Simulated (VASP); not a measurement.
Input of a VASP 6.6.1 run:

Contents of INCAR:

```
ALGO = Normal
EDIFF = 1E-7
ENCUT = 520
GGA = PS
ISIF = 2
ISMEAR = -1
LASPH = True
LCHARG = False
LREAL = Auto
LWAVE = False
NBANDS = 46
NELM = 100
PREC = Accurate
SIGMA = 0.0388
```

Contents of KPOINTS:

```
Automatic mesh
0
Gamma
  2 2 2
  0.5 0.5 0.5
```

The input POSCAR:

```
MgO
1.0
   -1.6593881964      2.8741446656      4.9994362158
   -1.6593881964      2.8741446656     -4.9994362158
   -3.3187763927     -5.7482893312      0.0000000000
Mg O
8 8
Direct
    0.1772770687      0.1745181576      0.3345914345
    0.6762858805      0.6595031882      0.3369291131
    0.1670773140      0.1778935336      0.8171006800
    0.6860639717      0.6883298271      0.8359442833
    0.0885237452      0.5856483994      0.1633004568
    0.6006567791      0.0986401733      0.1957374691
    0.1175813510      0.6136926910      0.6800218572
    0.5799434662      0.0931369754      0.6806250234
    0.3554862416      0.9522921356      0.3419501235
    0.9035405334      0.4886969570      0.3510738308
    0.3748828155      0.9847371807      0.8634479361
    0.8645826816      0.4780056924      0.8158349281
    0.2964058625      0.3830066273      0.1641213114
    0.7546580118      0.8726285138      0.1641493378
    0.2942448937      0.3946176114      0.6591386195
    0.7728832723      0.8986540538      0.6591874331
```

Potentials or basis: VASP PAW PBE potentials, release 64 (Mg, O).

Launch:

```bash
$ cat potpaw_PBE.64/Mg/POTCAR potpaw_PBE.64/O/POTCAR > POTCAR
$ mpirun -np 1 vasp_std > vasp.out
```

Q: What does it give for the largest force?

A: 1.668 eV/Å.

Q: Estimate the band gap on the k mesh.

A: 4.69 eV (least direct gap 4.83 eV).

Forces in eV/Å, atoms in the order of the input:
```
Mg   0.761 -0.244 -0.129
Mg  -0.072  0.146 -0.488
Mg  -0.448 -0.814  0.108
Mg   0.293 -0.437 -0.340
Mg   0.474  0.137  0.483
Mg   0.249 -0.127 -0.549
Mg   0.576 -0.656  0.211
Mg   0.142  0.371 -0.235
O   -0.795  0.841 -0.749
O    0.901 -0.436 -0.349
O   -0.113  1.019 -0.231
O   -0.649 -0.546  0.647
O    0.471 -0.167 -0.360
O   -0.795  1.024  1.050
O   -0.459 -0.135  0.147
O   -0.536  0.025  0.784
```

Caveat: the k points lie up to 0.63 Å⁻¹ apart; the atoms stand as in a frame of molecular dynamics; the PAW data sets were made with another functional, which shifts forces and pressure a little; a shifted mesh leaves out Γ, where band edges can lie. A k mesh can miss the band edges.
